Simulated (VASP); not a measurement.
Wanted: the native input for a VASP 6.6.1 run.

```yaml
Task: single point
Functional: LDA
Potentials_or_basis: VASP PAW LDA potentials, release 64 (C)
Cutoff: 520 eV
k_mesh: 10 × 10 × 3
Occupations: gaussian, width 0.05 eV
Spin: no spin polarisation
Dipole_correction: no
Further_INCAR_settings: ALGO = Normal; EDIFF = 1e-06; NBANDS = 31
```

The structure of C lies in POSCAR:

```
C
1.0
   -2.4912907516      0.0000000000      0.0000000000
   -1.2456453758     -2.1575210791      0.0000000000
    0.9965163006      0.7191736930     10.2538776052
C
10
Direct
   -0.0625970132      0.0248185525      0.8741556576
    0.9026570132      0.9751814475      0.7252443424
    0.0961169548      0.1086956498      0.1257869493
    0.8439430452      0.8913043502      0.4736130507
    0.1308859642      0.1583656632      0.2747969895
    0.8091740358      0.8416343368      0.3246030105
    0.2824352038      0.3748645769      0.9242937306
    0.5576247962      0.6251354231      0.6751062694
    0.4177553082      0.4253218689      0.0756656066
    0.5223046918      0.5746781311      0.5237343934
```

This cell differs from its parent crystal: the part above a cut slid along it.

These files were run (other wordings do the same):

INCAR

```
PREC = Accurate
ENCUT = 520
EDIFF = 1E-6
ISMEAR = 0
SIGMA = 0.05
LREAL = False
LASPH = True
NELM = 60
ALGO = Normal
ISIF = 2
LWAVE = False
LCHARG = True
LELF = True
LVHAR = True
NBANDS = 31
```

KPOINTS

```
Automatic mesh
0
Gamma
  10 10 3
```

Potentials or basis: VASP PAW LDA potentials, release 64 (C).

The run is started by

```bash
$ cat potpaw_LDA.64/C/POTCAR > POTCAR
$ mpirun -np 1 vasp_std > vasp.out
```

It gave:

* Pressure: 1.5 GPa
* Largest force: 1.683 eV/Å
* Band gap on the k mesh: 4.31 eV (least direct gap 5.17 eV)

Caveat: the cell differs from its parent crystal (the part above a cut slid along it); forces of over 1 eV/Å act on the atoms, so gaps and moduli don't describe the material at rest.

Run time: 6.1 min on 1 thread of Intel Xeon 8259CL, with other jobs on the host, peak memory 0.27 GiB.
